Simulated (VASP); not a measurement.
# Al: relaxation of cell and atoms with PBEsol

Crystal: Al.

```
Al
1.0
     2.82708    0.00000    0.00000
    -1.41354    2.44832    0.00000
     0.00000    0.00000    9.18599
Al
4
Direct
  0.66667 0.33333 0.75000
  0.00000 0.00000 0.50000
  0.33333 0.66667 0.25000
  0.00000 0.00000 0.00000
```

| Property | Result |
| --- | --- |
| Program | VASP 6.6.1 |
| Task | relaxation of cell and atoms |
| Functional | PBEsol |
| Potentials or basis | VASP PAW PBE potentials, release 64 (Al) |
| Cutoff | 600 eV |
| k mesh | 11 × 11 × 3 |
| Occupations | fermi-dirac, width 0.05 eV |
| Spin | no spin polarisation |
| Target pressure | 2 GPa |
| Dipole correction | no |
| Further INCAR settings | ALGO = Fast; EDIFF = 1e-06; IBRION = 2; EDIFFG = -0.01; NSW = 60; ISIF = 3 |

* Relaxed volume: 15.90 Å³/atom
* Relaxed cell: a = 2.811 Å, b = 2.811 Å, c = 9.297 Å, α = 90.00°, β = 90.00°, γ = 120.00°
* Space group after relaxing (to 0.05 Å): P6_3/mmc (No. 194)
* Energy change on relaxing (the enthalpy is what falls): -1.5 meV/atom
* Ionic steps: 3
* Pressure after relaxing: 2.0 GPa
* Band gap on the k mesh: zero (band 6 reaches 12.05 eV, above the bottom of band 7 at 6.50 eV)

The path:
| step | energy change (eV) | largest force (eV/Å) | pressure (GPa) | volume (Å³) |
| --- | --- | --- | --- | --- |
| 1 | 0.0000 | 0.0000 | 2.02 | 63.58 |
| 2 | -0.0045 | 0.0000 | 1.99 | 63.60 |
| 3 | -0.0061 | 0.0000 | 1.97 | 63.61 |

Final structure:
```
Al
1.0
     2.81078    0.00000    0.00000
    -1.40539    2.43421    0.00000
     0.00000    0.00000    9.29742
Al
4
Direct
  0.66667 0.33333 0.75000
  0.00000 0.00000 0.50000
  0.33333 0.66667 0.25000
  0.00000 0.00000 0.00000
```

Levels at points of the mesh, in eV from the Fermi level:
| k point | band 1 | band 2 | band 3 | band 4 | band 5 | band 6 | band 7 | band 8 | band 9 | band 10 |
| --- | --- | --- | --- | --- | --- | --- | --- | --- | --- | --- |
| (0.00, 0.00, 0.00) | -11.40 | -9.70 | -9.70 | -4.83 | -4.60 | 3.25 | 3.26 | 11.12 | 11.13 | 11.25 |

Wall time 20 s on 1 thread of Intel(R) Xeon(R) 6975P-C (Granite Rapids) (shared host), peak memory 0.2 GiB.

Caveat: the cell is relaxed towards a set pressure, so the enthalpy falls and the energy may rise; the PAW data sets were made with another functional, which shifts forces and pressure a little.
